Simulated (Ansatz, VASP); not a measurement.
AgCl: VASP beside Ansatz

Contents of INCAR:

```
SYSTEM = AgCl
PREC = Accurate ; ENCUT = 520
EDIFF = 1E-6 ; ISMEAR = 0
SIGMA = 0.01 ; LREAL = .FALSE.
LASPH = .TRUE. ; NELM = 80
ALGO = Normal ; ISIF = 2
LWAVE = .FALSE. ; LCHARG = .TRUE.
GGA = PS ; LELF = .TRUE.
LVHAR = .TRUE. ; NBANDS = 16
```

KPOINTS

```
Automatic mesh
0
G
  6 6 6
  0 0 0
```

The input POSCAR:

```
AgCl
1.0
    0.0000000000      2.7350000000      2.7350000000
    2.7350000000      0.0000000000      2.7350000000
    2.7350000000      2.7350000000      0.0000000000
Ag Cl
1 1
Direct
    0.0000000000      0.0000000000      0.0000000000
    0.5000000000      0.5000000000      0.5000000000
```

Input for Ansatz:

```yaml
crystal:
  lattice:
    - [0.0, 2.735, 2.735]
    - [2.735, 0.0, 2.735]
    - [2.735, 2.735, 0.0]
  atoms:
    - { symbol: Ag, position: [0.0, 0.0, 0.0] }
    - { symbol: Cl, position: [0.5, 0.5, 0.5] }
basis:
  ecutwfc: 544.22772491976
kpoints:
  mp_grid:
    grid: [6, 6, 6]
hamiltonian:
  xc: pbesol
scf:
  occupations:
    method: fixed
output:
  stress: true
```

Alike in both runs: task single point; functional PBEsol; k mesh 6 × 6 × 6; no spin polarisation.

|  | VASP | Ansatz |
| --- | --- | --- |
| version | VASP 6.6.1 | Ansatz 0.2.0 |
| potentials or method | VASP PAW PBE potentials, release 64 (Ag, Cl), cutoff 520 eV | plane waves, PAW |
| occupations | gaussian, width 0.01 eV | fixed |
| valence electrons in the cell | 18 | 26 |

VASP gave:

| Item | Value |
| --- | --- |
| pressure (GPa) | -0.8 |

What did Ansatz give for the same quantities?

Pressure (GPa): -0.7.

VASP's potentials were made for PBE, not for PBEsol. VASP's potentials hold 18 valence electrons a cell and Ansatz's 26, so a difference there can come from the potentials and not from the codes.
